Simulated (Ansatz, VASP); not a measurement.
## Two plane-wave programs on TiO2

```
Ti O
1.0
     2.68621   -2.68628   -0.01957
     2.68621    2.68628   -0.01957
    -2.64893    0.00000    4.86900
Ti O
2 4
Direct
  0.12511 0.87489 0.25000
  0.87489 0.12511 0.75000
  0.33142 0.08163 0.66295
  0.66858 0.91837 0.33705
  0.91837 0.66858 0.83705
  0.08163 0.33142 0.16295
```

Alike in both runs: functional PBE; k mesh 8 × 8 × 6; occupations gaussian, width 0.02 eV; no spin polarisation.

Ansatz relaxed the structure, and its values are those at the end. VASP's run is a single point on that final structure, the one shown.

|  | VASP | Ansatz |
| --- | --- | --- |
| version | VASP 6.6.1 | Ansatz 0.2.0 |
| potentials or method | VASP PAW PBE potentials, release 64 (Ti_sv, O), cutoff 520 eV | scalar-relativistic, plane waves, PAW |
| valence electrons in the cell | 48 | 48 |

VASP gave:

| Property | Result |
| --- | --- |
| gap on the k mesh at the Fermi level (eV) | 2.14 |
| least direct gap on the mesh (eV) | 2.42 |
| pressure (GPa) | 0.7 |
| rms of the force components (eV/Å) | 0.009 |

Question: What did Ansatz give for the same quantities?

Answer: gap on the k mesh at the Fermi level (eV): 2.16; least direct gap on the mesh (eV): 2.44; pressure (GPa): 0.0; rms of the force components (eV/Å): 0.000.
